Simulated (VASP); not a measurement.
A run of VASP 6.6.1 is set up as follows.

INCAR

```
SYSTEM = Cu4Ni
  PREC = Accurate
  ENCUT = 520
  EDIFF = 1E-7
  ISMEAR = 0
  SIGMA = 0.2
  LREAL = .False.
  LASPH = .True.
  NELM = 80
  ALGO = Fast
  ISIF = 2
  LWAVE = .False.
  LCHARG = .False.
  GGA = PE
  NBANDS = 65
```

The input KPOINTS:

```
regular mesh
0
Gamma
  12 12 1
  0 0 0
```

POSCAR

```
Cu4Ni
1.0
    2.5374929348      0.0000036010     -0.0002185492
   -1.2687438859      2.1971680146      0.0001295333
   -0.0025196677      0.0002004140     21.0001454627
Cu Ni
8 2
Direct
    0.3337338441      0.6676961545      0.0505881660
    0.3328051901      0.6654013156      0.4494128270
    0.3329179288      0.6659512992      0.6516240093
    0.3336830337      0.6673133672      0.8483714821
    0.6668989191      0.3340069663      0.1516248029
    0.6665025896      0.3326771522      0.3483736196
    0.6662809087      0.3323849313      0.5505862672
    0.6673822743      0.3346780508      0.9494112471
    0.3332880746      0.6663925089      0.2500047900
    0.6665072370      0.3334982541      0.7500027887
```

Potentials or basis: VASP PAW PBE potentials, release 64 (Cu, Ni).

Launch:

```bash
$ cat potpaw_PBE.64/Cu/POTCAR potpaw_PBE.64/Ni/POTCAR > POTCAR
$ mpirun -np 1 vasp_std > vasp.out
```

Task: Estimate the pressure.

Result: 0.6 GPa.

Task: Estimate the largest force.

Result: 0.012 eV/Å.

Task: Predict the band gap on the k mesh.

Result: Zero (bands 54 and 55 overlap by 5.05 eV).

Forces in eV/Å, atoms in the order of the input:
```
Cu   0.000  0.000 -0.001
Cu   0.000  0.001  0.000
Cu   0.000  0.001  0.012
Cu   0.000  0.000 -0.011
Cu   0.000 -0.001  0.012
Cu   0.000  0.000 -0.011
Cu   0.000  0.000  0.000
Cu   0.000 -0.001  0.000
Ni   0.000  0.001 -0.001
Ni   0.001  0.000 -0.001
```

Spin polarisation is off, so any magnetic state and its effect on volume and gap are missing.
